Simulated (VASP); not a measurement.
# MnSb (P6_3/mmc) in VASP: settings compared

Aim: see how the results for MnSb move with the level of theory and the settings. Levels: BLYP+D4, PBE. Tasks: single point, relaxation of cell and atoms.

Everything below comes from runs of VASP 6.6.1. Logs are shortened: lines on timing, memory, paths and dates and some standing lists are left out, and cuts for length are marked.

## (1) The cell of the first run

It takes space group P6_3/mmc (No. 194, hexagonal). Conventional cell: a = 4.042 Å, b = 4.042 Å, c = 5.569 Å, α = 90.00°, β = 90.00°, γ = 120.00°. Sb (site symmetry -6m2) has 6 Mn at 2.72 Å and 6 Sb at 3.63 Å within 3.7 Å. Mn (site symmetry -3m) has 6 Sb at 2.72 Å and 2 Mn at 2.78 Å within 3.6 Å.

## (2) Single point, BLYP+D4, collinear spin, ferromagnetic start

INCAR reads:

```
PREC = Accurate
ENCUT = 500
EDIFF = 1E-6
ISMEAR = -1
SIGMA = 0.05
LREAL = F
LASPH = T
NELM = 200
ALGO = Normal
ISIF = 2
LWAVE = F
LCHARG = F
ISPIN = 2
MAGMOM = 0 0 4 4
LORBIT = 11
LMAXMIX = 4
GGA = B5
ALDAX = 1.0
AGGAX = 1.0
AGGAC = 1.0
ALDAC = 0.0
IVDW = 13
VDW_S6 = 1.0
VDW_S8 = 2.34076671
VDW_A1 = 0.44488865
VDW_A2 = 4.0933009
NBANDS = 30
GGA_COMPAT = F
```

KPOINTS reads:

```
Automatic mesh
0
Gamma
  7 7 5
```

POSCAR reads:

```
MnSb
1.0
    4.0415405542      0.0000000000      0.0000000000
   -2.0207702771      3.5000767904      0.0000000000
    0.0000000000      0.0000000000      5.5693062965
Sb Mn
2 2
Direct
    0.6666666667      0.3333333333      0.7500000000
    0.3333333333      0.6666666667      0.2500000000
    0.0000000000      0.0000000000      0.5000000000
    0.0000000000      0.0000000000      0.0000000000
```

Potentials or basis: VASP PAW PBE potentials, release 64 (Sb, Mn_pv).

On the command line:

```
cat potpaw_PBE.64/Sb/POTCAR potpaw_PBE.64/Mn_pv/POTCAR > POTCAR
mpirun -np 1 vasp_std > vasp.out
```

OUTCAR:

```text
PREC = Accurate
   ENCUT = 500
   EDIFF = 1E-6
   ISMEAR = -1
   LREAL = F
   LASPH = T
   NELM = 200
   ISIF = 2
   ISPIN = 2
   LORBIT = 11
   GGA = B5
   IVDW = 13

 ion  position               nearest neighbor table
   1  0.667  0.333  0.750-   3 2.72   4 2.72   3 2.72   4 2.72   3 2.72   4 2.72   2 3.63   2 3.63
                             2 3.63   2 3.63   2 3.63   2 3.63
   2  0.333  0.667  0.250-   3 2.72   4 2.72   3 2.72   4 2.72   3 2.72   4 2.72   1 3.63   1 3.63
                             1 3.63   1 3.63   1 3.63   1 3.63
   3  0.000  0.000  0.500-   1 2.72   2 2.72   1 2.72   2 2.72   1 2.72   2 2.72   4 2.78   4 2.78

   4  0.000  0.000  0.000-   1 2.72   2 2.72   1 2.72   2 2.72   1 2.72   2 2.72   3 2.78   3 2.78

  LATTYP: Found a hexagonal cell.
 ALAT       =     4.0415405542
 C/A-ratio  =     1.3780156903

  Lattice vectors:

 A1 = (   4.0415405542,   0.0000000000,   0.0000000000)
 A2 = (  -2.0207702771,   3.5000767904,   0.0000000000)
 A3 = (   0.0000000000,   0.0000000000,   5.5693062965)

Analysis of symmetry for initial positions (statically):
=====================================================================
 Subroutine PRICEL returns:
 Original cell was already a primitive cell.

 Routine SETGRP: Setting up the symmetry group for a
 hexagonal supercell.

 Subroutine GETGRP returns: Found 24 space group operations
 (whereof 12 operations were pure point group operations)
 out of a pool of 24 trial point group operations.

The static configuration has the point symmetry D_3d.
 The point group associated with its full space group is D_6h.

Analysis of symmetry for dynamics (positions and initial velocities):
=====================================================================
 Subroutine PRICEL returns:
 Original cell was already a primitive cell.

 Routine SETGRP: Setting up the symmetry group for a
 hexagonal supercell.

 Subroutine GETGRP returns: Found 24 space group operations
 (whereof 12 operations were pure point group operations)
 out of a pool of 24 trial point group operations.

The dynamic configuration has the point symmetry D_3d.
 The point group associated with its full space group is D_6h.

Analysis of structural, dynamic, and magnetic symmetry:
=====================================================================
 Subroutine PRICEL returns:
 Original cell was already a primitive cell.

 Routine SETGRP: Setting up the symmetry group for a
 hexagonal supercell.

 Subroutine GETGRP returns: Found 24 space group operations
 (whereof 12 operations were pure point group operations)
 out of a pool of 24 trial point group operations.

[... 132 lines left out ...]
   IVDW    =    13    specifies the selected vdW correction
   LEPSILON=     F    determine dielectric tensor
   LRPA    =     F    only Hartree local field effects (RPA)
 spin polarized calculation
  energy-cutoff  :      500.00
  volume of cell :       78.78
 maximum number of plane-waves:      2031
 NGX is ok and might be reduce to    30
   NGX = 15   NGY = 15   NGZ = 21

 number of electron      36.0000012 magnetization       5.9241801

 Free energy of the ion-electron system (eV)
  ---------------------------------------------------
  ext. energy  EPLUGINS =         0.00000000
  ---------------------------------------------------
  free energy    TOTEN  =       -22.35795959 eV

  energy without entropy =      -22.33373491  energy(sigma->0) =      -22.34584725

 E-fermi :   9.1945     XC(G=0): -10.3976

 val. band max:        9.1719435336   @ k =   0.1429   0.1429   0.4000
 cond. band min:       9.1975732167   @ k =   0.1429   0.1429   0.4000
 fundamental gap:      0.0256296831
 Fermi energy:         9.1945426674

 spin component 1

 k-point     1 :       0.0000    0.0000    0.0000
  band No.  band energies     occupation
      1     -40.2938      1.00000
      2     -40.2938      1.00000
      3     -40.2818      1.00000
      4     -40.2818      1.00000
      5     -40.0231      1.00000
      6     -39.9007      1.00000
[... 781 lines left out ...]
     29      17.2821      0.00000
     30      17.5594      0.00000
 Fermi energy:         9.1945426674

 spin component 2

 k-point     1 :       0.0000    0.0000    0.0000
  band No.  band energies     occupation
      1     -37.1437      1.00000
      2     -37.1437      1.00000
      3     -37.1293      1.00000
      4     -37.1293      1.00000
      5     -37.0733      1.00000
      6     -36.9305      1.00000
[... 781 lines left out ...]
     29      17.5938      0.00000
     30      17.9203      0.00000

------------------------ aborting loop because EDIFF is reached ----------------------------------------

  DFT-D4 for vdW energy calculation

  Edisp (eV):   -3.48972

  FORCE on cell =-STRESS in cart. coord.  units (eV):
  Direction    XX          YY          ZZ          XY          YZ          ZX
  --------------------------------------------------------------------------------------
  -------------------------------------------------------------------------------------
  Total      -0.00971    -0.00971     0.00355     0.00000    -0.00000     0.00000
  in kB      -0.19748    -0.19748     0.07225     0.00000    -0.00000     0.00000
  external pressure =       -0.11 kB  Pullay stress =        0.00 kB

 VOLUME and BASIS-vectors are now :
 -----------------------------------------------------------------------------
  energy-cutoff  :      500.00
  volume of cell :       78.78
      direct lattice vectors                 reciprocal lattice vectors
     4.041540554  0.000000000  0.000000000     0.247430401  0.142854009  0.000000000
    -2.020770277  3.500076790  0.000000000     0.000000000  0.285708017  0.000000000
     0.000000000  0.000000000  5.569306296     0.000000000  0.000000000  0.179555576

 POSITION                                       TOTAL-FORCE (eV/Angst)
 -----------------------------------------------------------------------------------
      2.02077      1.16669      4.17698         0.000000     -0.000000      0.000000
     -0.00000      2.33338      1.39233        -0.000000      0.000000      0.000000
      0.00000      0.00000      2.78465         0.000000      0.000000      0.000000
      0.00000      0.00000      0.00000        -0.000000      0.000000      0.000000
 -----------------------------------------------------------------------------------
    total drift:                               -0.000000      0.000000     -0.000000

  FREE ENERGIE OF THE ION-ELECTRON SYSTEM (eV)
  ---------------------------------------------------
  free  energy   TOTEN  =       -25.8476808363 eV

  energy  without entropy=      -25.8234561602  energy(sigma->0) =      -25.83556850

 total charge

# of ion       s       p       d       tot
------------------------------------------
    1        1.150   1.329   0.052   2.531
    2        1.150   1.329   0.052   2.531
    3        0.289   6.241   5.155  11.686
    4        0.289   6.241   5.155  11.686
--------------------------------------------------
tot          2.878  15.141  10.414  28.433

 magnetization (x)

# of ion       s       p       d       tot
------------------------------------------
    1        0.002  -0.120   0.006  -0.113
    2        0.002  -0.120   0.006  -0.113
    3        0.027   0.022   2.952   3.001
    4        0.027   0.022   2.952   3.001
--------------------------------------------------
tot          0.057  -0.196   5.915   5.777
```

Wall time 2.2 min (1 thread of Intel Xeon Platinum 8488C (Sapphire Rapids), shared host); peak memory 0.25 GiB.

Results:

```yaml
Free_energy: -25.8477 eV
Pressure: 0.0 GPa
Net_moment: 5.92 μB per cell
Site_moments: Sb -0.11; Mn +3.00 μB
Valence_electrons_inside_the_program's_atomic_spheres: Sb 2.53; Mn 11.69
Dispersion_energy_per_atom: -0.872 eV
```

Levels at points of the mesh, in eV from the Fermi level:
Spin up:
| k point | band 18 | band 19 | band 20 | band 21 | band 22 | band 23 | band 24 | band 25 |
| --- | --- | --- | --- | --- | --- | --- | --- | --- |
| (0.00, 0.00, 0.00) | -1.52 | 0.02 | 0.61 | 0.61 | 2.67 | 2.67 | 2.90 | 3.43 |
Spin down:
```tsv
k point	band 12	band 13	band 14	band 15	band 16	band 17	band 18	band 19
(0.00, 0.00, 0.00)	-1.26	-0.33	-0.33	0.01	0.01	0.66	0.66	1.28
```

Caveat: the PAW data sets were made with another functional, which shifts forces and pressure a little; spin-orbit coupling is left out, which moves the levels of the heavy elements; the run started ferromagnetic, and an antiferromagnetic order may lie lower in energy.

## (3) Single point, PBE, collinear spin, ferromagnetic start

This run uses another cell than the first one, of 21.55 Å³/atom.

INCAR reads:

```
SYSTEM = MnSb
PREC = Accurate
ENCUT = 500
EDIFF = 1E-6
ISMEAR = 0
SIGMA = 0.028999999999999998
LREAL = .False.
LASPH = .True.
NELM = 200
ALGO = Normal
ISIF = 2
LWAVE = .False.
LCHARG = .True.
ISPIN = 2
MAGMOM = 0 0 4 4
LORBIT = 11
LMAXMIX = 4
GGA = PE
LELF = .True.
LVHAR = .True.
NBANDS = 30
GGA_COMPAT = .False.
```

KPOINTS reads:

```
regular mesh
0
Gamma
  7 7 5
  0 0 0
```

POSCAR reads:

```
MnSb
1.0
    4.1500000000      0.0000000000      0.0000000000
   -2.0750000000      3.5940054257      0.0000000000
    0.0000000000      0.0000000000      5.7800000000
Sb Mn
2 2
Direct
    0.6666666667      0.3333333333      0.7500000000
    0.3333333333      0.6666666667      0.2500000000
    0.0000000000      0.0000000000      0.5000000000
    0.0000000000      0.0000000000      0.0000000000
```

Potentials or basis: VASP PAW PBE potentials, release 64 (Sb, Mn_pv).

On the command line:

```
cat potpaw_PBE.64/Sb/POTCAR potpaw_PBE.64/Mn_pv/POTCAR > POTCAR
mpirun -np 1 vasp_std > vasp.out
```

Wall time 2.3 min (1 thread of Intel Xeon Platinum 8488C (Sapphire Rapids), shared host); peak memory 0.27 GiB.

It converged, with:

```yaml
Free_energy: -26.3110 eV
Pressure: -3.4 GPa
Net_moment: 6.68 μB per cell
Site_moments: Sb -0.13; Mn +3.39 μB
Valence_electrons_inside_the_program's_atomic_spheres: Sb 2.44; Mn 11.51
```

Stress tensor (GPa, compression positive):
```
-3.04  0.00  0.00
 0.00 -3.04  0.00
 0.00  0.00 -4.24
```

Levels at points of the mesh, in eV from the Fermi level:
Spin up:
```
           k point  band 19  band 20  band 21  band 22  band 23  band 24
(0.00, 0.00, 0.00)    -0.50     0.52     0.52     2.28     2.28     2.64
```
Spin down:
| k point | band 12 | band 13 | band 14 | band 15 | band 16 | band 17 | band 18 | band 19 |
| --- | --- | --- | --- | --- | --- | --- | --- | --- |
| (0.00, 0.00, 0.00) | -0.88 | 0.04 | 0.04 | 0.32 | 0.32 | 0.57 | 0.57 | 1.47 |

Caveat: the cell stands under tension; spin-orbit coupling is left out, which moves the levels of the heavy elements; the run started ferromagnetic, and an antiferromagnetic order may lie lower in energy.

[end of part 1 of 2]
